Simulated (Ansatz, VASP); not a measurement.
## Ta: VASP beside Ansatz

```
Ta
1.0
    -1.65957    1.65957    1.65957
     1.65957   -1.65957    1.65957
     1.65957    1.65957   -1.65957
Ta
1
Direct
  0.00000 0.00000 0.00000
```

Alike in both runs: task relaxation of cell and atoms; functional PBE; k mesh 17 × 17 × 17; occupations fermi-dirac, width 0.05 eV; no spin polarisation.

```csv
,VASP,Ansatz
version,VASP 6.6.1,Ansatz 0.2.0
potentials or method,"VASP PAW PBE potentials, release 64 (Ta_pv), cutoff 600 eV","all-electron LAPW, scalar-relativistic"
```

Ansatz gave:

| Quantity | Value |
| --- | --- |
| relaxed volume (Å³/atom) | 18.28 |
| relaxed cell length with the largest relative difference (Å) | 2.874 |

Q: What did VASP give for the same quantities?

A: Relaxed volume (Å³/atom): 18.29; relaxed cell length with the largest relative difference (Å): 2.875.

Ansatz ran all-electron here, and VASP with PAW potentials.

Neither program's run includes spin-orbit coupling.
